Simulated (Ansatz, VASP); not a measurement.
**SiBF: VASP beside Ansatz**

```xyz
3
Lattice="2.1897 0.0000 0.0000 0.0000 3.7066 0.0000 0.0000 0.0000 5.2540" Properties=species:S:1:pos:R:3 pbc="T T T"
Si    0.0000    1.8533    0.0000
B     0.0000    0.0000    2.6270
F     0.0000    0.0000    0.0000
```

Alike in both runs: functional PBE; k mesh 8 × 4 × 4; occupations gaussian, width 0.1 eV; no spin polarisation.

Ansatz relaxed the structure, and its values are those at the end. VASP's run is a single point on that final structure, the one shown.

|  | VASP | Ansatz |
| --- | --- | --- |
| version | VASP 6.6.1 | Ansatz 0.2.0 |
| potentials or method | VASP PAW PBE potentials, release 64 (Si, B, F), cutoff 520 eV | scalar-relativistic, plane waves, PAW |
| valence electrons in the cell | 14 | 14 |

|  | VASP | Ansatz | Ansatz less VASP |
| --- | --- | --- | --- |
| gap on the k mesh at the Fermi level (eV) | none | none | - |
| pressure (GPa) | 0.0 | 0.0 | +0.04 |

A gap of «none» marks a metal or a gap that the smearing closes.

The k mesh is coarse, so the values compare programs but aren't converged.
